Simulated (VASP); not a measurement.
# Mo3N in VASP: further runs, part 2 of 2

VASP 6.6.1. Earlier steps stand in the parts before.

## (4) Single point, PBE

INCAR reads:

```
PREC     = Accurate       # precision mode
ENCUT    = 520            # plane-wave cutoff, eV
EDIFF    = 1E-6           # SCF threshold, eV
ISMEAR   = 0              # smearing method
SIGMA    = 0.1            # smearing width, eV
LREAL    = F              # projectors in reciprocal space
LASPH    = T              # aspherical terms in the spheres
NELM     = 60             # most SCF steps
ALGO     = Normal         # electronic algorithm
ISIF     = 2              # what is computed and relaxed
LWAVE    = F              # write WAVECAR
LCHARG   = F              # write CHGCAR
LDIPOL   = T            
IDIPOL   = 3            
DIPOL    = 0.5 0.5 0.354
GGA      = PE             # functional
NBANDS   = 57             # bands
```

KPOINTS reads:

```
Automatic mesh
0
Gamma
  6 6 1
```

POSCAR reads:

```
Mo3N
1.0
    4.4695765303      0.0000000000      0.0000000000
   -2.2347882651      3.8707668194      0.0000000000
    0.0000000000      0.0000000000     20.8595667262
Mo N
6 2
Direct
    0.6666666667      0.3333333333      0.1917585371
    0.3333333333      0.6666666667      0.2354961900
    0.0000000000      0.0000000000      0.2792338429
    0.6666666667      0.3333333333      0.3191171057
    0.3333333333      0.6666666667      0.3580407041
    0.0000000000      0.0000000000      0.3959606081
    0.0000000000      0.8888888889      0.4993442870
    0.0000000000      0.8888888889      0.5529685908
```

Potentials or basis: VASP PAW PBE potentials, release 64 (Mo_sv, N).

Started as:

```console
cat potpaw_PBE.64/Mo_sv/POTCAR potpaw_PBE.64/N/POTCAR > POTCAR
mpirun -np 1 vasp_std > vasp.out
```

OUTCAR:

```text
PREC = Accurate
   ENCUT = 520
   EDIFF = 1E-6
   ISMEAR = 0
   LREAL = F
   LASPH = T
   NELM = 60
   ISIF = 2
   GGA = PE

 ion  position               nearest neighbor table
   1  0.667  0.333  0.192-   4 2.66   2 2.74   2 2.74   2 2.74   3 3.16   3 3.16   3 3.16
   2  0.333  0.667  0.235-   5 2.56   3 2.74   1 2.74   1 2.74   3 2.74   3 2.74   1 2.74   4 3.11
                             4 3.11   4 3.11
   3  0.000  0.000  0.279-   6 2.43   4 2.71   4 2.71   4 2.71   2 2.74   2 2.74   2 2.74   5 3.06
                             5 3.06   5 3.06   1 3.16   1 3.16   1 3.16
   4  0.667  0.333  0.319-   1 2.66   5 2.71   5 2.71   5 2.71   3 2.71   3 2.71   3 2.71   6 3.04
                             6 3.04   6 3.04   2 3.11   2 3.11   2 3.11
   5  0.333  0.667  0.358-   2 2.56   6 2.70   6 2.70   6 2.70   4 2.71   4 2.71   4 2.71   3 3.06
                             3 3.06   3 3.06
   6  0.000  0.000  0.396-   7 2.21   3 2.43   5 2.70   5 2.70   5 2.70   4 3.04   4 3.04   4 3.04

   7  0.000  0.889  0.499-   8 1.12   6 2.21
   8  0.000  0.889  0.553-   7 1.12

  LATTYP: Found a hexagonal cell.
 ALAT       =     4.4695765303
 C/A-ratio  =     4.6670118712

  Lattice vectors:

 A1 = (   4.4695765303,   0.0000000000,   0.0000000000)
 A2 = (  -2.2347882651,   3.8707668194,   0.0000000000)
 A3 = (   0.0000000000,   0.0000000000,  20.8595667262)

Analysis of symmetry for initial positions (statically):
=====================================================================
 Subroutine PRICEL returns:
 Original cell was already a primitive cell.

 Routine SETGRP: Setting up the symmetry group for a
 hexagonal supercell.

 Subroutine GETGRP returns: Found  1 space group operations
 (whereof  1 operations were pure point group operations)
 out of a pool of 24 trial point group operations.

The static configuration has the point symmetry C_1 .

Analysis of symmetry for dynamics (positions and initial velocities):
=====================================================================
 Subroutine PRICEL returns:
 Original cell was already a primitive cell.

 Routine SETGRP: Setting up the symmetry group for a
 hexagonal supercell.

 Subroutine GETGRP returns: Found  1 space group operations
 (whereof  1 operations were pure point group operations)
 out of a pool of 24 trial point group operations.

The dynamic configuration has the point symmetry C_1 .

 Subroutine INISYM returns: Found  1 space group operations
 (whereof  1 operations are pure point group operations),
 and found     1 'primitive' translations

----------------------------------------------------------------------------------------

                                     Primitive cell

  volume of cell :     360.8849

  direct lattice vectors                    reciprocal lattice vectors
     4.469576530  0.000000000  0.000000000     0.223734842  0.129173371  0.000000000
    -2.234788265  3.870766819  0.000000000     0.000000000  0.258346743  0.000000000
     0.000000000  0.000000000 20.859566726     0.000000000  0.000000000  0.047939634

  length of vectors
[... 51 lines left out ...]
  0.000000  0.000000  0.000000      1.000000
  0.166667 -0.000000  0.000000      2.000000
  0.000000  0.166667  0.000000      2.000000
 -0.166667  0.166667  0.000000      2.000000
  0.333333  0.000000  0.000000      2.000000
  0.000000  0.333333  0.000000      2.000000
[... 12 lines left out ...]
  0.500000 -0.166667  0.000000      2.000000
  0.333333  0.333333  0.000000      2.000000
   k-points           NKPTS =     20   k-points in BZ     NKDIM =     20   number of bands    NBANDS=     57
   number of dos      NEDOS =    301   number of ions     NIONS =      8
   total plane-waves  NPLWV = 207360
   dimension x,y,z NGX =    36 NGY =   36 NGZ =  160
   dimension x,y,z NGXF=    72 NGYF=   72 NGZF=  320
   ions per type =               6   2
   NGX,Y,Z   is equivalent  to a cutoff of  13.39, 13.39, 12.75 a.u.
   NGXF,Y,Z  is equivalent  to a cutoff of  26.78, 26.78, 25.50 a.u.
 SYSTEM =  unknown system
   PREC   = accura    normal or accurate (medium, high low for compatibility)
   ISTART =      0    job   : 0-new  1-cont  2-samecut
   ICHARG =      2    charge: 1-file 2-atom 10-const
   ISPIN  =      1    spin polarized calculation?
   LNONCOLLINEAR =      F non collinear calculations
   LSORBIT =      F    spin-orbit coupling
   LASPH  =      T    aspherical Exc in radial PAW
   ENCUT  =  520.0 eV  38.22 Ry    6.18 a.u.   8.31  8.31 38.78*2*pi/ulx,y,z
   NELM   =     60;   NELMIN=  2; NELMDL= -5     # of ELM steps
   EDIFF  = 0.1E-05   stopping-criterion for ELM
   LREAL  =      F    real-space projection
[... 7 lines left out ...]
   TEBEG  =    0.0;   TEEND  =   0.0 temperature during run
   PSTRESS=    0.0 pullay stress
   NELECT =      94.0000    total number of electrons
   NUPDOWN=      -1.0000    fix difference up-down
   EMIN   =  10.00;   EMAX   =-10.00  energy-range for DOS
   EFERMI =   0.00;   METHOD = LEGACY
   ISMEAR =     0;   SIGMA  =   0.10  broadening in eV -4-tet -1-fermi 0-gaus
   EFERMI_NEDOS =   21; number of points for ismear=-14 and -15
   IALGO  =     38    algorithm
   IMIX   =      4    mixing-type and parameters
     AMIX     =   0.40;   BMIX     =  1.00
     AMIX_MAG =   1.60;   BMIX_MAG =  1.00
  volume/ion in A,a.u.               =      45.11       304.42
  Fermi-wavevector in a.u.,A,eV,Ry     =   1.045509  1.975726 14.872388  1.093090
  Thomas-Fermi vector in A             =   2.180308
   LORBIT       =      0    0 simple, 1 ext, 2 COOP (PROOUT), +10 PAW based schemes
   GGA     = PE    functional components
   LHFCALC =     F    Hartree Fock is set to
   AEXX    =    0.0000 exact exchange contribution
   IVDW    =     0    specifies the selected vdW correction
   LEPSILON=     F    determine dielectric tensor
   LRPA    =     F    only Hartree local field effects (RPA)
 non-spin polarized calculation
 Gauss-broadening in eV      SIGMA  =   0.10
  energy-cutoff  :      520.00
  volume of cell :      360.88
 maximum number of plane-waves:      9745
 NGX is ok and might be reduce to    36
   NGX = 17   NGY = 17   NGZ = 77

 dipolmoment           0.000000      0.000000     -0.670599 electrons x Angstroem

 number of electron      94.0000011 magnetization

 dipolmoment           0.000000      0.000000      0.121276 electrons x Angstroem

 Free energy of the ion-electron system (eV)
  ---------------------------------------------------
  ext. energy  EPLUGINS =         0.00000000
  ---------------------------------------------------
  free energy    TOTEN  =       -75.75306360 eV

  energy without entropy =      -75.70971687  energy(sigma->0) =      -75.73139023

 E-fermi :   0.7637     XC(G=0):  -5.2470

 val. band max:        0.7618695337   @ k =   0.5000   0.0000   0.0000
 cond. band min:       0.7673184891   @ k =   0.5000  -0.1667   0.0000
 fundamental gap:      0.0054489554
 Fermi energy:         0.7637000776

 k-point     1 :       0.0000    0.0000    0.0000
  band No.  band energies     occupation
      1     -60.3731      2.00000
      2     -60.1396      2.00000
      3     -60.1018      2.00000
      4     -60.0726      2.00000
      5     -59.9304      2.00000
      6     -59.8744      2.00000
[... 1189 lines left out ...]
     56       2.4013      0.00000
     57       2.5409      0.00000

------------------------ aborting loop because EDIFF is reached ----------------------------------------

 vacuum level on the upper side and lower side of the slab       (xc-potential included)         0.408        -0.830

  FORCE on cell =-STRESS in cart. coord.  units (eV):
  Direction    XX          YY          ZZ          XY          YZ          ZX
  --------------------------------------------------------------------------------------
  -------------------------------------------------------------------------------------
  Total       -5.5810022     -5.4095216      2.1176931     -0.0546132      0.1310331     -0.1076488
  in kB      -24.7773070    -24.0160053      9.4016685     -0.2424598      0.5817321     -0.4779157
  external PRESSURE =     -13.1305479 kB  Pullay stress =       0.0000000 kB

 VOLUME and BASIS-vectors are now :
 -----------------------------------------------------------------------------
  energy-cutoff  :      520.00
  volume of cell :      360.88
      direct lattice vectors                 reciprocal lattice vectors
     4.469576530  0.000000000  0.000000000     0.223734842  0.129173371  0.000000000
    -2.234788265  3.870766819  0.000000000     0.000000000  0.258346743  0.000000000
     0.000000000  0.000000000 20.859566726     0.000000000  0.000000000  0.047939634

 POSITION                                       TOTAL-FORCE (eV/Angst)
 -----------------------------------------------------------------------------------
      2.23479      1.29026      4.00000        -0.014465      0.010773      1.423115
     -0.00000      2.58051      4.91235         0.004593     -0.018203     -0.044794
      0.00000      0.00000      5.82470         0.041097     -0.111616     -2.461599
      2.23479      1.29026      6.65664         0.069691      0.003246     -0.532888
     -0.00000      2.58051      7.46857         0.065708     -0.102178      0.303494
      0.00000      0.00000      8.25957        -0.199192      0.307247      1.330369
     -1.98648      3.44068     10.41611        -0.002798     -0.054473     -1.408495
     -1.98648      3.44068     11.53469         0.035366     -0.034795      1.390799
 -----------------------------------------------------------------------------------
    total drift:                               -0.000002      0.000009     -0.000617

  FREE ENERGIE OF THE ION-ELECTRON SYSTEM (eV)
  ---------------------------------------------------
  free  energy   TOTEN  =       -75.7530635994 eV

  energy  without entropy=      -75.7097168680  energy(sigma->0) =      -75.73139023

 vacuum level on the upper side and lower side of the slab         5.287         4.011
```

It took 10 min on 1 thread of Intel Xeon 6975P-C (Granite Rapids), shared host; peak memory 0.67 GiB.

Results:

| Property | Result |
| --- | --- |
| Free energy | -75.7531 eV |
| Largest force | 2.464 eV/Å |
| Band gap on the k mesh | 0.01 eV (least direct gap 0.05 eV) |

Forces in eV/Å, atoms in the order of the input:
```
Mo  -0.014  0.011  1.423
Mo   0.005 -0.018 -0.045
Mo   0.041 -0.112 -2.462
Mo   0.070  0.003 -0.533
Mo   0.066 -0.102  0.303
Mo  -0.199  0.307  1.330
N   -0.003 -0.054 -1.408
N    0.035 -0.035  1.391
```

Levels at points of the mesh, in eV from the valence-band top:
```tsv
k point	band 44	band 45	band 46	band 47	band 48	band 49	band 50	band 51
(0.00, 0.00, 0.00)	-1.24	-1.22	-1.21	-0.71	0.20	0.68	0.87	1.18
(0.50, 0.00, 0.00)	-1.19	-0.66	-0.39	0.00	0.05	0.21	0.61	1.15
(0.00, 0.50, 0.00)	-1.24	-0.71	-0.24	-0.03	0.05	0.16	0.59	1.22
(0.50, 0.50, 0.00)	-1.14	-0.54	-0.52	-0.03	0.06	0.30	0.55	1.11
```

Caveat: the standard files for N, O and F lose accuracy on very short bonds.

## (5) The runs side by side

| cell | gap on the mesh (eV) | largest force (eV/Å) |
| --- | --- | --- |
| as given, atomic positions A | none | 1.82 |
| as given, atomic positions B | none | 1.84 |
| as given, atomic positions C | 0.01 | 2.46 |

Alike in all rows: task single point; level PBE; potentials or basis VASP PAW PBE potentials, release 64 (Mo_sv, N); no spin polarisation; k mesh 6 × 6 × 1; cutoff (eV) 520; smearing gaussian 0.1 eV.

Caveats: the standard files for N, O and F lose accuracy on very short bonds.

Absolute energies hang on the potentials; compare differences alone.
